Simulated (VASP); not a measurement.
Input of a VASP 6.6.1 run:

Contents of INCAR:

```
ALGO     = Normal         # electronic algorithm
EDIFF    = 1E-7           # SCF threshold, eV
ENCUT    = 520            # plane-wave cutoff, eV
GGA      = PE             # functional
GGA_COMPAT= False        
ISIF     = 2              # what is computed and relaxed
ISMEAR   = 0              # smearing method
LASPH    = True           # aspherical terms in the spheres
LCHARG   = True           # write CHGCAR
LORBIT   = 11             # projections on sites
LORBMOM  = True         
LREAL    = False          # projectors in reciprocal space
LSORBIT  = True           # spin-orbit coupling
LVHAR    = True         
LWAVE    = False          # write WAVECAR
MAGMOM   = 0 0 0 0 0 0    # initial moments
NBANDS   = 30             # bands
NELM     = 150            # most SCF steps
PREC     = Accurate       # precision mode
SIGMA    = 0.01           # smearing width, eV
```

File KPOINTS:

```
k-points
0
Gamma
  8 8 8
```

File POSCAR:

```
HgTe
1.0
    0.0000000000      3.2305000000      3.2305000000
    3.2305000000      0.0000000000      3.2305000000
    3.2305000000      3.2305000000      0.0000000000
Hg Te
1 1
Direct
    0.0000000000      0.0000000000      0.0000000000
    0.2500000000      0.2500000000      0.2500000000
```

Potentials or basis: VASP PAW PBE potentials, release 64 (Hg, Te).

Launch:

```bash
$ cat potpaw_PBE.64/Hg/POTCAR potpaw_PBE.64/Te/POTCAR > POTCAR
$ mpirun -np 1 vasp_ncl > vasp.out
```

Question: Predict the net moment.

Answer: 0.00 μB per cell.

Question: What does it give for the pressure?

Answer: 3.6 GPa.

Moments on the atoms (μB; x, y, z):
```
Hg  0.00 0.00 0.00
Te  0.00 0.00 0.00
```

Caveat: the cell stands under pressure.
